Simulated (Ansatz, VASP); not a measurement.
One calculation of BiTe, two programs

The input INCAR:

```
  PREC = Accurate
  ENCUT = 520
  EDIFF = 1E-8
  ISMEAR = -1
  SIGMA = 0.08
  LREAL = False
  LASPH = True
  NELM = 80
  ALGO = Normal
  ISIF = 2
  LWAVE = False
  LCHARG = False
  LEFG = True
  NBANDS = 18
```

KPOINTS

```
regular mesh
0
Gamma
  10 10 10
```

Contents of POSCAR:

```
BiTe
1.0
    0.0323500000      3.2511750000      3.2511750000
    3.2511750000      0.0323500000      3.2511750000
    3.2511750000      3.2511750000      0.0323500000
Bi Te
1 1
Direct
    0.0000000000      0.0000000000      0.0000000000
    0.5000000000      0.5000000000      0.5000000000
```

Input for Ansatz:

```yaml
crystal:
  lattice:
    - [0.03235, 3.251175, 3.251175]
    - [3.251175, 0.03235, 3.251175]
    - [3.251175, 3.251175, 0.03235]
  atoms:
    - { symbol: Bi, position: [0.0, 0.0, 0.0] }
    - { symbol: Te, position: [0.5, 0.5, 0.5] }
kpoints:
  mp_grid: { grid: [10, 10, 10] }
scf:
  occupations: { method: fermi_dirac, width: 0.08 }
hamiltonian:
  xc: lda
  pseudopotentials: { kind: paw }
output:
  forces: true
  stress: true
  eigenvalues: true
  efg: { contact_densities: true }
```

Change from the starting cell: equal xy, yz and zx shear strains of +1 %, PAW files.

Alike in both runs: task electric field gradients; functional LDA; k mesh 10 × 10 × 10; occupations fermi-dirac, width 0.08 eV; no spin polarisation.

```csv
,VASP,Ansatz
version,VASP 6.6.1,Ansatz 0.2.0
potentials or method,"VASP PAW LDA potentials, release 64 (Bi_d, Te)","PAW with Ansatz's default frozen-core files, scalar-relativistic"
plane-wave cutoff (eV),520,420
valence electrons in the cell,21,31
```

```csv
,VASP,Ansatz,Ansatz less VASP
pressure (GPa),-2.7,-2.8,-0.06
size of Vzz on the site where it differs most (V/Å²),18.6,19.2,+0.61
```

LDA's correlation is that of Perdew and Zunger in VASP and of Perdew and Wang (1992) in Ansatz. VASP's potentials hold 21 valence electrons a cell and Ansatz's 31, so a difference there can come from the potentials and not from the codes.

Neither program's run includes spin-orbit coupling.
